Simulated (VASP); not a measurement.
The system is Al2Au.

```
Au Al
1.0
     0.00000    2.93876    2.93876
     2.93876    0.00000    2.93876
     2.93876    2.93876    0.00000
Au Al
1 2
Direct
  0.00000 0.00000 0.00000
  0.75000 0.75000 0.75000
  0.25000 0.25000 0.25000
```

Base run:

```yaml
Program: VASP 6.6.1
Functional: r2SCAN
Potentials_or_basis: VASP PAW PBE potentials, release 64 (Au, Al)
Cutoff: 520 eV
k_mesh: 8 × 8 × 8
Occupations: fermi-dirac, width 0.05 eV
Spin: no spin polarisation
```

Its results: pressure 8.7 GPa.

Question: The run is repeated on the same cell with these changes: functional from r2SCAN to PBEsol. What comes out?

Answer: Pressure 8.1 GPa.

Caveats: the PAW data sets were made with another functional, which shifts forces and pressure a little.
